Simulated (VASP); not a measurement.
Set up this calculation in VASP 6.6.1, as the native input.

```yaml
Task: single point
Functional: PBE
Potentials_or_basis: VASP PAW PBE potentials, release 64 (Sr_sv, Co)
Cutoff: 520 eV
k_mesh: 12 × 12 × 10
Occupations: gaussian, width 0.1 eV
Spin: collinear spin, ferromagnetic start
Starting_moments: "[0.0, 1.41, 1.41] μB"
Dipole_correction: no
Further_INCAR_settings: ALGO = Fast; EDIFF = 1e-06; NBANDS = 25
```

The structure of SrCo2 lies in POSCAR:

```
SrCo2
1.0
    3.8740565721      0.0000000000      0.0000000000
   -1.9370282860      3.3550314071      0.0000000000
    0.0000000000      0.0000000000      4.7316973828
Sr Co
1 2
Direct
    0.0000000000      0.0000000000      0.0000000000
    0.3333333333      0.6666666667      0.5000000000
    0.6666666667      0.3333333333      0.5000000000
```

One way to write it, as run:

INCAR

```
PREC     = Accurate       # precision mode
ENCUT    = 520            # plane-wave cutoff, eV
EDIFF    = 1E-6           # SCF threshold, eV
ISMEAR   = 0              # smearing method
SIGMA    = 0.1            # smearing width, eV
LREAL    = False          # projectors in reciprocal space
LASPH    = True           # aspherical terms in the spheres
NELM     = 150            # most SCF steps
ALGO     = Fast           # electronic algorithm
ISIF     = 2              # what is computed and relaxed
LWAVE    = False          # write WAVECAR
LCHARG   = False          # write CHGCAR
ISPIN    = 2              # spin polarisation
MAGMOM   = 0 1.41 1.41    # initial moments
LORBIT   = 11             # projections on sites
LMAXMIX  = 4              # l up to which the mixer works
GGA      = PE             # functional
NBANDS   = 25             # bands
```

KPOINTS

```
Automatic mesh
0
Gamma
  12 12 10
```

Potentials or basis: VASP PAW PBE potentials, release 64 (Sr_sv, Co).

The run is started by

```console
$ cat potpaw_PBE.64/Sr_sv/POTCAR potpaw_PBE.64/Co/POTCAR > POTCAR
$ mpirun -np 1 vasp_std > vasp.out
```

Results of the run:

```yaml
Pressure: 0.0 GPa
Net_moment: 2.19 μB per cell
Site_moments: Sr -0.08; Co +1.27 μB
Valence_electrons_inside_the_program's_atomic_spheres: Sr 8.04; Co 8.19
```

Wall time 15 min on 1 thread of Intel Xeon 8259CL (shared host), peak memory 0.4 GiB.
